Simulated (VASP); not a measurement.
Here is a VASP 6.6.1 calculation.

The input INCAR:

```
SYSTEM = Ta3C5
PREC = Accurate
ENCUT = 520
EDIFF = 1E-7
ISMEAR = 0
SIGMA = 0.1
LREAL = .False.
LASPH = .True.
NELM = 120
ALGO = Normal
ISIF = 2
LWAVE = .False.
LCHARG = .False.
LDIPOL = .True.
IDIPOL = 3
DIPOL = 0.5 0.5 0.486
GGA = PS
IBRION = 2
NSW = 90
EDIFFG = -0.03
GGA_COMPAT = .False.
NELMIN = 4
NELMDL = -8
```

The input KPOINTS:

```
regular mesh
0
Gamma
  9 9 1
  0 0 0
```

The input POSCAR:

```
Ta3C5
1.0
    3.1393032032      0.0000000000      0.0000000000
   -1.5696516016      2.7187163242      0.0000000000
    0.0000000000      0.0000000000     26.6896909957
C Ta
5 3
Selective dynamics
Direct
    0.3333333333      0.6666666667      0.3184750247  F F F
    0.0000000000      0.0000000000      0.4145132416  F F F
    0.6666666667      0.3333333333      0.5091006067  T T T
    0.3333333333      0.6666666667      0.5999627038  T T T
    0.3333333333      0.6666666667      0.6569135318  T T T
    0.6666666667      0.3333333333      0.3664941331  F F F
    0.3333333333      0.6666666667      0.4634285348  T T T
    0.0000000000      0.0000000000      0.5625884125  T T T
```

Potentials or basis: VASP PAW PBE potentials, release 64 (C, Ta_pv).

Launch:

```console
$ cat potpaw_PBE.64/C/POTCAR potpaw_PBE.64/Ta_pv/POTCAR > POTCAR
$ mpirun -np 1 vasp_std > vasp.out
```

Problem. What does it give for the band gap on the k mesh?

Solution. Zero (an odd number of electrons rules out a gap without spin polarisation).

Final structure:
```
C Ta
1.0
     3.13930    0.00000    0.00000
    -1.56965    2.71872    0.00000
     0.00000    0.00000   26.68969
C Ta
5 3
Direct
  0.33333 0.66667 0.31848
  0.00000 0.00000 0.41451
  0.66667 0.33333 0.51101
  0.33333 0.66667 0.60434
  0.33333 0.66667 0.65327
  0.66667 0.33333 0.36649
  0.33333 0.66667 0.46388
  0.00000 0.00000 0.55746
```

Caveat: spin-orbit coupling is left out, which moves the levels of the heavy elements; an odd number of electrons without spin polarisation forces a metal; a magnetic or distorted state may lie lower.
